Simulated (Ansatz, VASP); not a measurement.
# Pt: VASP beside Ansatz

```
Pt
1.0
     2.71613    0.00000    0.00000
    -1.35807    2.35224    0.00000
     0.00000    0.00000    4.95057
Pt
2
Direct
  0.66667 0.33333 0.75000
  0.33333 0.66667 0.25000
```

Alike in both runs: task single point; functional r2SCAN; k mesh 24 × 24 × 12; occupations gaussian, width 0.15 eV; no spin polarisation.

|  | VASP | Ansatz |
| --- | --- | --- |
| version | VASP 6.6.1 | Ansatz 0.2.0 |
| potentials or method | VASP PAW PBE potentials, release 64 (Pt), cutoff 520 eV | scalar-relativistic, plane waves, PAW |
| valence electrons in the cell | 20 | 36 |

```csv
,VASP,Ansatz,Ansatz less VASP
gap on the k mesh at the Fermi level (eV),none,none,-
pressure (GPa),-3.8,-4.4,-0.56
"traceless stress, the component that is largest in VASP (GPa)",-5.96,-5.62,+0.341
```

VASP's potentials were made for PBE, not for r2SCAN. A gap of «none» marks a metal or a gap that the smearing closes. The functional is the same, so the differences come from potentials, cutoffs and numerics. VASP's potentials hold 20 valence electrons a cell and Ansatz's 36, so a difference there can come from the potentials and not from the codes.

Neither program's run includes spin-orbit coupling.
